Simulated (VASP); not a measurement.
**SnSe2: single point with r2SCAN**

Crystal: SnSe2.

```xyz
3
Lattice="4.0710 0.0000 0.0000 -2.0355 3.5256 0.0000 0.0000 0.0000 6.2897" Properties=species:S:1:pos:R:3 pbc="T T T"
Sn    0.0000    0.0000    0.0000
Se    2.0355    1.1752    4.7578
Se    0.0000    2.3504    1.5320
```

This cell differs from its parent crystal: biaxial strain in the a-b plane: +6.0 %.

* Program: VASP 6.6.1
* Task: single point
* Functional: r2SCAN
* Potentials or basis: VASP PAW PBE potentials, release 64 (Sn_d, Se)
* Cutoff: 520 eV
* k mesh: 12 × 12 × 4
* Occupations: gaussian, width 0.02 eV
* Spin: no spin polarisation
* Dipole correction: no
* Further INCAR settings: ALGO = Normal; EDIFF = 1e-07; NBANDS = 20

* Pressure: -4.8 GPa
* Largest force: 0.235 eV/Å
* Band gap on the k mesh: 0.42 eV, direct

Forces on the atoms (eV/Å):
```
Sn   0.000  0.000  0.000
Se   0.000  0.000  0.235
Se   0.000  0.000 -0.235
```

Stress tensor (GPa, compression positive):
```
-6.36  0.00  0.00
 0.00 -6.36  0.00
 0.00  0.00 -1.60
```

Levels at points of the mesh, in eV from the valence-band top:
| k point | band 9 | band 10 | band 11 | band 12 | band 13 | band 14 | band 15 | band 16 | band 17 | band 18 |
| --- | --- | --- | --- | --- | --- | --- | --- | --- | --- | --- |
| (0.00, 0.00, 0.00) | -1.02 | -1.02 | -0.75 | -0.75 | 0.00 | 0.42 | 2.76 | 4.35 | 4.35 | 8.32 |
| (0.50, 0.00, 0.00) | -3.96 | -2.69 | -2.48 | -0.95 | -0.52 | 0.90 | 3.84 | 5.43 | 5.98 | 7.21 |
| (0.00, 0.00, 0.50) | -1.56 | -1.10 | -1.10 | -0.62 | -0.62 | 1.59 | 2.68 | 4.13 | 4.13 | 8.48 |
| (0.50, 0.00, 0.50) | -4.34 | -2.55 | -1.78 | -0.84 | -0.81 | 0.80 | 4.32 | 5.34 | 6.07 | 6.57 |

It took 3.9 min on 1 thread of Intel(R) Xeon(R) 6975P-C (Granite Rapids), with other jobs on the host, peak memory 0.28 GiB.

Caveat: the cell differs from its parent crystal (biaxial strain in the a-b plane: +6.0 %); the PAW data sets were made with another functional, which shifts forces and pressure a little; spin-orbit coupling is left out, which moves the levels of the heavy elements. A k mesh can miss the band edges.
